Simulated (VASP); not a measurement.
BaTiO3, 5 atoms in the cell. The typed cell holds 5 atoms: a = 3.990 Å, b = 4.000 Å, c = 4.039 Å, α = 89.09°, β = 90.43°, γ = 89.92°.  This cell differs from its parent crystal: atoms moved at random and the cell strained at random.

```yaml
Program: VASP 6.6.1
Task: single point
Functional: r2SCAN
Potentials_or_basis: VASP PAW PBE potentials, release 64 (Ba_sv, Ti_sv, O)
Cutoff: 520 eV
k_mesh: 6 × 6 × 6
Occupations: gaussian, width 0.02 eV
Spin: no spin polarisation
Dipole_correction: no
Further_INCAR_settings: ALGO = Normal; EDIFF = 1e-06; NBANDS = 28
```

Potentials or basis: VASP PAW PBE potentials, release 64 (Ba_sv, Ti_sv, O).

Run with:

```sh
$ cat potpaw_PBE.64/Ba_sv/POTCAR potpaw_PBE.64/Ti_sv/POTCAR potpaw_PBE.64/O/POTCAR > POTCAR
$ cp INCAR.step1 INCAR
$ mpirun -np 1 vasp_std > vasp.out
$ cp INCAR.step2 INCAR
$ mpirun -np 1 vasp_std > vasp.out
```

Hardware: 1 thread of Intel(R) Xeon(R) Platinum 8259CL CPU @ 2.50GHz (Skylake/Cascade Lake), on a shared host.

How long does it take, and how much memory?

It took 9.9 min on 1 thread of Intel(R) Xeon(R) Platinum 8259CL CPU @ 2.50GHz (Skylake/Cascade Lake), on a shared host, peak memory 0.32 GiB. Counts: k points 112.
